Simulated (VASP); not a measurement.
# Hf3Si2O (P-6m2) in VASP: notebook

Hf3Si2O is run at these levels: PBE; tasks: single point.

All numbers are computed with VASP 6.6.1; they aren't measurements. Logs are shortened: lines on timing, memory, paths and dates and some standing lists are left out, and cuts for length are marked.

## Step 1: The cell of the first run

It takes space group P-6m2 (No. 187, hexagonal). The conventional cell has a = 4.458 Å, b = 4.458 Å, c = 5.793 Å, α = 90.00°, β = 90.00°, γ = 120.00°. Within 3.4 Å of Hf (site symmetry -6m2) lie 3 Hf at 2.57 Å and 6 Si at 2.88 Å and 2 O at 2.90 Å. Hf (site symmetry -6m2) has 3 O at 2.57 Å and 2 Hf at 2.90 Å and 6 Si at 3.03 Å within 3.4 Å. Within 3.4 Å of Hf (site symmetry -6m2) lie 5 Hf at 2.57 to 2.90 Å and 6 Si at 2.88 Å. Within 3.4 Å of Si (site symmetry 3m) lie 2 Si at 2.59 to 3.21 Å and 9 Hf at 2.88 to 3.03 Å and 3 O at 3.03 Å. Within 3.4 Å of O (site symmetry -6m2) lie 5 Hf at 2.57 to 2.90 Å and 6 Si at 3.03 Å.

The cell was generated, and may not be a known phase.

## Step 2: Single point, PBE

The input, INCAR:

```
ALGO = Normal
EDIFF = 1E-6
ENCUT = 520
GGA = PE
ISIF = 2
ISMEAR = 0
LASPH = True
LCHARG = False
LREAL = False
LWAVE = False
NBANDS = 31
NELM = 60
PREC = Accurate
SIGMA = 0.1
```

The input, KPOINTS:

```
k-points
0
Gamma
  6 6 2
```

The input, POSCAR:

```
Hf3Si2O
1.0
    4.4576011652      0.0000000032      0.0000000000
   -2.2288005853      3.8603958474      0.0000000000
    0.0000000000      0.0000000000      5.7934883605
Hf Si O
3 2 1
Direct
    0.6666666667      0.3333333333      0.5000000000
    0.0000000000      0.0000000000      0.0000000000
    0.0000000000      0.0000000000      0.5000000000
    0.3333333333      0.6666666667      0.2767734922
    0.3333333333      0.6666666667      0.7232265078
    0.6666666667      0.3333333333      0.0000000000
```

Potentials or basis: VASP PAW PBE potentials, release 64 (Hf_pv, Si, O).

On the command line:

```console
> cat potpaw_PBE.64/Hf_pv/POTCAR potpaw_PBE.64/Si/POTCAR potpaw_PBE.64/O/POTCAR > POTCAR
> mpirun -np 1 vasp_std > vasp.out
```

OUTCAR:

```text
EDIFF = 1E-6
   ENCUT = 520
   GGA = PE
   ISIF = 2
   ISMEAR = 0
   LASPH = True
   LREAL = False
   NELM = 60
   PREC = Accurate

 ion  position               nearest neighbor table
   1  0.667  0.333  0.500-   3 2.57   3 2.57   3 2.57   5 2.88   4 2.88   5 2.88   4 2.88   5 2.88
                             4 2.88   6 2.90   6 2.90
   2  0.000  0.000  0.000-   6 2.57   6 2.57   6 2.57   3 2.90   3 2.90   5 3.03   4 3.03   4 3.03
                             5 3.03   4 3.03   5 3.03
   3  0.000  0.000  0.500-   1 2.57   1 2.57   1 2.57   5 2.88   4 2.88   4 2.88   5 2.88   4 2.88
                             5 2.88   2 2.90   2 2.90
   4  0.333  0.667  0.277-   5 2.59   3 2.88   1 2.88   1 2.88   3 2.88   3 2.88   1 2.88   2 3.03
                             2 3.03   2 3.03
   5  0.333  0.667  0.723-   4 2.59   3 2.88   1 2.88   1 2.88   3 2.88   3 2.88   1 2.88   2 3.03
                             2 3.03   2 3.03
   6  0.667  0.333  0.000-   2 2.57   2 2.57   2 2.57   1 2.90   1 2.90

  LATTYP: Found a hexagonal cell.
 ALAT       =     4.4576011652
 C/A-ratio  =     1.2996874655

  Lattice vectors:

 A1 = (   4.4576011652,   0.0000000032,   0.0000000000)
 A2 = (  -2.2288005853,   3.8603958474,   0.0000000000)
 A3 = (   0.0000000000,   0.0000000000,   5.7934883605)

Analysis of symmetry for initial positions (statically):
=====================================================================
 Subroutine PRICEL returns:
 Original cell was already a primitive cell.

 Routine SETGRP: Setting up the symmetry group for a
 hexagonal supercell.

 Subroutine GETGRP returns: Found 12 space group operations
 (whereof 12 operations were pure point group operations)
 out of a pool of 24 trial point group operations.

The static configuration has the point symmetry D_3h.

Analysis of symmetry for dynamics (positions and initial velocities):
=====================================================================
 Subroutine PRICEL returns:
 Original cell was already a primitive cell.

 Routine SETGRP: Setting up the symmetry group for a
 hexagonal supercell.

 Subroutine GETGRP returns: Found 12 space group operations
 (whereof 12 operations were pure point group operations)
 out of a pool of 24 trial point group operations.

The dynamic configuration has the point symmetry D_3h.

 Subroutine INISYM returns: Found 12 space group operations
 (whereof 12 operations are pure point group operations),
 and found     1 'primitive' translations

----------------------------------------------------------------------------------------

                                     Primitive cell

  volume of cell :      99.6950

  direct lattice vectors                    reciprocal lattice vectors
     4.457601165  0.000000003  0.000000000     0.224335907  0.129520396  0.000000000
    -2.228800585  3.860395847  0.000000000    -0.000000000  0.259040792  0.000000000
     0.000000000  0.000000000  5.793488360     0.000000000  0.000000000  0.172607579

  length of vectors
     4.457601165  4.457601165  5.793488360     0.259040792  0.259040792  0.172607579

  position of ions in fractional coordinates (direct lattice)
     0.666666667  0.333333333  0.500000000
     0.000000000  0.000000000  0.000000000
     0.000000000  0.000000000  0.500000000
     0.333333333  0.666666667  0.276773492
     0.333333333  0.666666667  0.723226508
     0.666666667  0.333333333  0.000000000

  ion indices of the primitive-cell ions
   primitive index   ion index
                 1           1
                 2           2
                 3           3
                 4           4
                 5           5
                 6           6

----------------------------------------------------------------------------------------

 KPOINTS: k-points

Automatic generation of k-mesh.
 Grid dimensions read from file:
 generate k-points for:    6    6    2

 Generating k-lattice:

  Cartesian coordinates                     Fractional coordinates (reciprocal lattice)
     0.037389318  0.021586733  0.000000000     0.166666667 -0.000000000  0.000000000
    -0.000000000  0.043173465  0.000000000     0.000000000  0.166666667  0.000000000
     0.000000000  0.000000000  0.086303790     0.000000000  0.000000000  0.500000000

  Length of vectors
     0.043173465  0.043173465  0.086303790

  Shift w.r.t. Gamma in fractional coordinates (k-lattice)
     0.000000000  0.000000000  0.000000000

 Subroutine IBZKPT returns following result:
 ===========================================

 Found     14 irreducible k-points:

 Following reciprocal coordinates:
            Coordinates               Weight
  0.000000  0.000000  0.000000      1.000000
  0.166667 -0.000000  0.000000      6.000000
  0.333333  0.000000  0.000000      6.000000
  0.500000 -0.000000  0.000000      3.000000
  0.166667  0.166667  0.000000      6.000000
  0.333333  0.166667  0.000000     12.000000
  0.333333  0.333333  0.000000      2.000000
  0.000000  0.000000  0.500000      1.000000
  0.166667 -0.000000  0.500000      6.000000
  0.333333  0.000000  0.500000      6.000000
  0.500000 -0.000000  0.500000      3.000000
  0.166667  0.166667  0.500000      6.000000
  0.333333  0.166667  0.500000     12.000000
  0.333333  0.333333  0.500000      2.000000
   k-points           NKPTS =     14   k-points in BZ     NKDIM =     14   number of bands    NBANDS=     31
   number of dos      NEDOS =    301   number of ions     NIONS =      6
   total plane-waves  NPLWV =  62208
   dimension x,y,z NGX =    36 NGY =   36 NGZ =   48
   dimension x,y,z NGXF=    72 NGYF=   72 NGZF=   96
   ions per type =               3   2   1
   NGX,Y,Z   is equivalent  to a cutoff of  13.43, 13.43, 13.77 a.u.
   NGXF,Y,Z  is equivalent  to a cutoff of  26.85, 26.85, 27.55 a.u.
 SYSTEM =  unknown system
   PREC   = accura    normal or accurate (medium, high low for compatibility)
   ISTART =      0    job   : 0-new  1-cont  2-samecut
   ICHARG =      2    charge: 1-file 2-atom 10-const
   ISPIN  =      1    spin polarized calculation?
   LNONCOLLINEAR =      F non collinear calculations
   LSORBIT =      F    spin-orbit coupling
   LASPH  =      T    aspherical Exc in radial PAW
   ENCUT  =  520.0 eV  38.22 Ry    6.18 a.u.   8.29  8.29 10.77*2*pi/ulx,y,z
   NELM   =     60;   NELMIN=  2; NELMDL= -5     # of ELM steps
   EDIFF  = 0.1E-05   stopping-criterion for ELM
   LREAL  =      F    real-space projection
   EDIFFG = 0.1E-04   stopping-criterion for IOM
   NSW    =      0    number of steps for IOM
   IBRION =     -1    ionic relax: 0-MD 1-quasi-New 2-CG
   NFREE  =      0    steps in history (QN), initial steepest desc. (CG)
   ISIF   =      2    stress and relaxation
   ISYM   =      2    0-nonsym 1-usesym 2-fastsym
   POTIM  = 0.5000    time-step for ionic-motion
   TEBEG  =    0.0;   TEEND  =   0.0 temperature during run
   PSTRESS=    0.0 pullay stress
   NELECT =      44.0000    total number of electrons
   NUPDOWN=      -1.0000    fix difference up-down
   EMIN   =  10.00;   EMAX   =-10.00  energy-range for DOS
   EFERMI =   0.00;   METHOD = LEGACY
   ISMEAR =     0;   SIGMA  =   0.10  broadening in eV -4-tet -1-fermi 0-gaus
   EFERMI_NEDOS =   21; number of points for ismear=-14 and -15
   IALGO  =     38    algorithm
   IMIX   =      4    mixing-type and parameters
     AMIX     =   0.40;   BMIX     =  1.00
     AMIX_MAG =   1.60;   BMIX_MAG =  1.00
  volume/ion in A,a.u.               =      16.62       112.13
  Fermi-wavevector in a.u.,A,eV,Ry     =   1.246430  2.355412 21.137854  1.553588
  Thomas-Fermi vector in A             =   2.380608
   LORBIT       =      0    0 simple, 1 ext, 2 COOP (PROOUT), +10 PAW based schemes
   GGA     = PE    functional components
   LHFCALC =     F    Hartree Fock is set to
   AEXX    =    0.0000 exact exchange contribution
   IVDW    =     0    specifies the selected vdW correction
   LEPSILON=     F    determine dielectric tensor
   LRPA    =     F    only Hartree local field effects (RPA)
 non-spin polarized calculation
 Gauss-broadening in eV      SIGMA  =   0.10
  energy-cutoff  :      520.00
  volume of cell :       99.69
 maximum number of plane-waves:      2712
 NGX is ok and might be reduce to    36
   NGX = 17   NGY = 17   NGZ = 21

 number of electron      44.0000000 magnetization

 Free energy of the ion-electron system (eV)
  ---------------------------------------------------
  ext. energy  EPLUGINS =         0.00000000
  ---------------------------------------------------
  free energy    TOTEN  =       -47.05221888 eV

  energy without entropy =      -47.04125296  energy(sigma->0) =      -47.04673592

 E-fermi :   6.4362     XC(G=0): -11.3964

 val. band max:        6.3826119286   @ k =   0.0000   0.0000   0.5000
 cond. band min:       6.4515741227   @ k =   0.1667  -0.0000   0.5000
 fundamental gap:      0.0689621941
 Fermi energy:         6.4362326393

 k-point     1 :       0.0000    0.0000    0.0000
  band No.  band energies     occupation
      1     -25.2269      2.00000
      2     -25.1832      2.00000
      3     -25.1832      2.00000
      4     -24.9439      2.00000
      5     -24.9439      2.00000
      6     -24.3825      2.00000
[... 23 lines left out ...]
     30      10.3135      0.00000
     31      10.3135      0.00000

 k-point     2 :       0.1667   -0.0000    0.0000
  band No.  band energies     occupation
      1     -25.2237      2.00000
      2     -25.1870      2.00000
      3     -25.1860      2.00000
      4     -24.9797      2.00000
      5     -24.8823      2.00000
      6     -24.3746      2.00000
[... 23 lines left out ...]
     30      10.1384      0.00000
     31      10.3004      0.00000

 k-point     3 :       0.3333    0.0000    0.0000
  band No.  band energies     occupation
      1     -25.2172      2.00000
      2     -25.1959      2.00000
      3     -25.1936      2.00000
      4     -25.0443      2.00000
      5     -24.7397      2.00000
      6     -24.3582      2.00000
[... 363 lines left out ...]
     30       9.9144      0.00000
     31      10.2774      0.00000

 k-point    14 :       0.3333    0.3333    0.5000
  band No.  band energies     occupation
      1     -25.1944      2.00000
      2     -25.1882      2.00000
      3     -25.1737      2.00000
      4     -25.1016      2.00000
      5     -24.4419      2.00000
      6     -24.3448      2.00000
[... 23 lines left out ...]
     30       9.9825      0.00000
     31      10.0609      0.00000

------------------------ aborting loop because EDIFF is reached ----------------------------------------

  FORCE on cell =-STRESS in cart. coord.  units (eV):
  Direction    XX          YY          ZZ          XY          YZ          ZX
  --------------------------------------------------------------------------------------
  -------------------------------------------------------------------------------------
  Total       -0.4464085     -0.4464085     -0.2578629     -0.0000000     -0.0000000     -0.0000000
  in kB       -7.1741403     -7.1741403     -4.1440619     -0.0000000     -0.0000000     -0.0000000
  external PRESSURE =      -6.1641142 kB  Pullay stress =       0.0000000 kB

 VOLUME and BASIS-vectors are now :
 -----------------------------------------------------------------------------
  energy-cutoff  :      520.00
  volume of cell :       99.69
      direct lattice vectors                 reciprocal lattice vectors
     4.457601165  0.000000003  0.000000000     0.224335907  0.129520396  0.000000000
    -2.228800585  3.860395847  0.000000000    -0.000000000  0.259040792  0.000000000
     0.000000000  0.000000000  5.793488360     0.000000000  0.000000000  0.172607579

 POSITION                                       TOTAL-FORCE (eV/Angst)
 -----------------------------------------------------------------------------------
      2.22880      1.28680      2.89674         0.000000     -0.000000      0.000000
      0.00000      0.00000      0.00000         0.000000      0.000000      0.000000
      0.00000      0.00000      2.89674        -0.000000     -0.000000      0.000000
     -0.00000      2.57360      1.60348        -0.000000     -0.000000     -0.029472
     -0.00000      2.57360      4.19000        -0.000000     -0.000000      0.029472
      2.22880      1.28680      0.00000        -0.000000      0.000000      0.000000
 -----------------------------------------------------------------------------------
    total drift:                               -0.000000      0.000000      0.000000

  FREE ENERGIE OF THE ION-ELECTRON SYSTEM (eV)
  ---------------------------------------------------
  free  energy   TOTEN  =       -47.0522188801 eV

  energy  without entropy=      -47.0412529602  energy(sigma->0) =      -47.04673592
```

Run time: 57 s. Hardware: 1 thread of Intel Xeon 8259CL, shared host; peak memory 0.25 GiB.

Results:

| Property | Result |
| --- | --- |
| Free energy | -47.0522 eV |
| Pressure | -0.6 GPa |
| Largest force | 0.029 eV/Å |
| Band gap on the k mesh | zero (bands 22 and 23 overlap by 0.97 eV) |

Forces on the atoms (eV/Å):
```
Hf   0.000  0.000  0.000
Hf   0.000  0.000  0.000
Hf   0.000  0.000  0.000
Si   0.000  0.000 -0.029
Si   0.000  0.000  0.029
O    0.000  0.000  0.000
```

Caveat: the k points lie up to 0.54 Å⁻¹ apart, too coarse for converged energies and pressures of a metal; spin-orbit coupling is left out, which moves the levels of the heavy elements.

## Step 3: Single point, PBE

This run uses another cell than the first one, of 21.05 Å³/atom.

The input, INCAR:

```
SYSTEM = Hf3Si2O
PREC = Accurate
ENCUT = 520
EDIFF = 1E-6
ISMEAR = 0
SIGMA = 0.1
LREAL = .FALSE.
LASPH = .TRUE.
NELM = 80
ALGO = Normal
ISIF = 2
LWAVE = .FALSE.
LCHARG = .FALSE.
GGA = PE
NBANDS = 31
```

The input, KPOINTS:

```
Automatic mesh
0
G
  6 6 2
  0 0 0
```

The input, POSCAR:

```
Hf3Si2O
1.0
    4.0603336100      0.0000000000      0.0000000000
   -2.0301668100      3.5163520600      0.0000000000
    0.0000000000      0.0000000000      8.8452283600
Hf Si O
3 2 1
Direct
    0.6666666700      0.3333333300      0.5000000000
    0.0000000000      0.0000000000      0.0000000000
    0.0000000000      0.0000000000      0.5000000000
    0.3333333300      0.6666666700      0.2516720000
    0.3333333300      0.6666666700      0.7483280000
    0.6666666700      0.3333333300      0.0000000000
```

Potentials or basis: VASP PAW PBE potentials, release 64 (Hf_pv, Si, O).

On the command line:

```console
> cat potpaw_PBE.64/Hf_pv/POTCAR potpaw_PBE.64/Si/POTCAR potpaw_PBE.64/O/POTCAR > POTCAR
> mpirun -np 1 vasp_std > vasp.out
```

It took 96 s on 1 thread of Intel Xeon 8259CL, shared host; peak memory 0.26 GiB.

Results (log left out):

- Free energy: -42.1430 eV
- Pressure: -6.6 GPa
- Largest force: 1.974 eV/Å
- Band gap on the k mesh: zero (bands 22 and 23 overlap by 0.64 eV)

Forces on the atoms (eV/Å):
```
Hf   0.000  0.000  0.000
Hf   0.000  0.000  0.000
Hf   0.000  0.000  0.000
Si   0.000  0.000  1.974
Si   0.000  0.000 -1.974
O    0.000  0.000  0.000
```

Stress tensor (GPa, compression positive):
```
  1.38   0.00   0.00
  0.00   1.38   0.00
  0.00   0.00 -22.52
```

Levels at points of the mesh, in eV from the Fermi level:
| k point | band 18 | band 19 | band 20 | band 21 | band 22 | band 23 | band 24 | band 25 | band 26 | band 27 |
| --- | --- | --- | --- | --- | --- | --- | --- | --- | --- | --- |
| (0.00, 0.00, 0.00) | -0.28 | -0.28 | 0.16 | 0.16 | 0.49 | 0.55 | 0.55 | 1.14 | 2.02 | 2.02 |
| (0.50, 0.00, 0.00) | -2.02 | -1.76 | -1.09 | -0.87 | -0.59 | -0.02 | 0.39 | 0.93 | 1.30 | 2.29 |
| (0.00, 0.00, 0.50) | -0.23 | -0.23 | 0.01 | 0.01 | 0.28 | 0.96 | 1.10 | 1.10 | 1.19 | 1.19 |
| (0.50, 0.00, 0.50) | -2.23 | -1.90 | -1.46 | -0.97 | -0.21 | -0.15 | 0.60 | 1.17 | 1.89 | 1.94 |

Caveat: the stress differs along the axes, from -23 to 1 GPa; spin-orbit coupling is left out, which moves the levels of the heavy elements; forces of over 1 eV/Å act on the atoms, so gaps and moduli don't describe the material at rest.

The gap in the log of VASP goes by the Fermi energy; the results here count the filled bands.